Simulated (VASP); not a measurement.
Set up this calculation in VASP 6.6.1, as the native input.

| Quantity | Value |
| --- | --- |
| Task | single point |
| Functional | r2SCAN |
| Potentials or basis | VASP PAW PBE potentials, release 64 (Zn, Se) |
| Cutoff | 520 eV |
| k mesh | 12 × 12 × 4 |
| Occupations | gaussian, width 0.01 eV |
| Spin | no spin polarisation |
| Dipole correction | no |
| Further INCAR settings | ALGO = Normal; EDIFF = 1e-06; NBANDS = 26 |

ZnSe:

```
Zn Se
1.0
     4.15139    0.00000    0.00000
    -2.07569    3.59521    0.00000
     0.00000    0.00000    6.40136
Zn Se
2 2
Direct
  0.33333 0.66667 0.25000
  0.66667 0.33333 0.75000
  0.66667 0.33333 0.25000
  0.33333 0.66667 0.75000
```

This cell differs from its parent crystal: uniaxial z strain +3.7%.

The input as run:

POSCAR

```
ZnSe
1.0
    4.1513888435      0.0000000000      0.0000000000
   -2.0756944217      3.5952081994      0.0000000000
    0.0000000000      0.0000000000      6.4013572999
Zn Se
2 2
Direct
    0.3333333333      0.6666666667      0.2500000000
    0.6666666667      0.3333333333      0.7500000000
    0.6666666667      0.3333333333      0.2500000000
    0.3333333333      0.6666666667      0.7500000000
```

INCAR.step1

```
SYSTEM = ZnSe
PREC     = Accurate       ! precision mode
ENCUT    = 520            ! plane-wave cutoff, eV
ISMEAR   = 0              ! smearing method
SIGMA    = 0.01           ! smearing width, eV
LREAL    = .False.        ! projectors in reciprocal space
LASPH    = .True.         ! aspherical terms in the spheres
NELM     = 60             ! most SCF steps
NBANDS   = 26             ! bands
GGA      = PE             ! functional
ALGO     = Normal         ! electronic algorithm
EDIFF    = 1E-4           ! SCF threshold, eV
LWAVE    = .True.         ! write WAVECAR
LCHARG   = .False.        ! write CHGCAR
```

INCAR.step2

```
SYSTEM = ZnSe
PREC     = Accurate       ! precision mode
ENCUT    = 520            ! plane-wave cutoff, eV
EDIFF    = 1E-6           ! SCF threshold, eV
ISMEAR   = 0              ! smearing method
SIGMA    = 0.01           ! smearing width, eV
LREAL    = .False.        ! projectors in reciprocal space
LASPH    = .True.         ! aspherical terms in the spheres
NELM     = 60             ! most SCF steps
ALGO     = Normal         ! electronic algorithm
ISIF     = 2              ! what is computed and relaxed
LWAVE    = .False.        ! write WAVECAR
LCHARG   = .False.        ! write CHGCAR
METAGGA  = R2SCAN         ! meta-GGA
LMIXTAU  = .True.       
NBANDS   = 26             ! bands
ISTART   = 1
```

KPOINTS

```
regular mesh
0
Gamma
  12 12 4
  0 0 0
```

Potentials or basis: VASP PAW PBE potentials, release 64 (Zn, Se).

Launch:

```bash
$ cat potpaw_PBE.64/Zn/POTCAR potpaw_PBE.64/Se/POTCAR > POTCAR
$ cp INCAR.step1 INCAR
$ mpirun -np 1 vasp_std > vasp.out
$ cp INCAR.step2 INCAR
$ mpirun -np 1 vasp_std > vasp.out
```

Results of the run:

```json
{
  "Pressure": "-0.9 GPa",
  "Band gap on the k mesh": "1.08 eV"
}
```

Caveat: the cell differs from its parent crystal (uniaxial z strain +3.7%); the PAW data sets were made with another functional, which shifts forces and pressure a little.

Run time: 3.6 min on 1 thread of Intel(R) Xeon(R) Platinum 8488C (Sapphire Rapids) (shared host), peak memory 0.3 GiB.
